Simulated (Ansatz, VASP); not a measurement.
# Cs3Sc: VASP beside Ansatz

```xyz
4
Lattice="-3.1991 3.1991 3.1991 3.1991 -3.1991 3.1991 3.1991 3.1991 -3.1991" Properties=species:S:1:pos:R:3 pbc="T T T"
Cs    3.1991    0.0000    0.0000
Cs    0.0000    3.1991    0.0000
Cs    0.0000    0.0000    3.1991
Sc    0.0000    0.0000    0.0000
```

Alike in both runs: task relaxation of cell and atoms; functional PBE; k mesh 4 × 4 × 4; occupations gaussian, width 0.1 eV; no spin polarisation.

|  | VASP | Ansatz |
| --- | --- | --- |
| version | VASP 6.6.1 | Ansatz 0.2.0 |
| potentials or method | VASP PAW PBE potentials, release 64 (Cs_sv, Sc_sv), cutoff 600 eV | scalar-relativistic, plane waves, PAW |
| valence electrons in the cell | 38 | 38 |

VASP gave:

```
gap on the k mesh at the Fermi level, each at its own relaxed structure (eV) : none
relaxed volume (Å³/atom)                                                     : 76.43
relaxed cell length with the largest relative difference (Å)                 : 7.350
```

Problem. What did Ansatz give for the same quantities?

Solution. gap on the k mesh at the Fermi level, each at its own relaxed structure (eV): none; relaxed volume (Å³/atom): 75.86; relaxed cell length with the largest relative difference (Å): 7.332.

A gap of «none» marks a metal or a gap that the smearing closes.

Neither program's run includes spin-orbit coupling. Noted on VASP's run: the volume moved by over 15 % at a fixed basis, so the end points are rough.
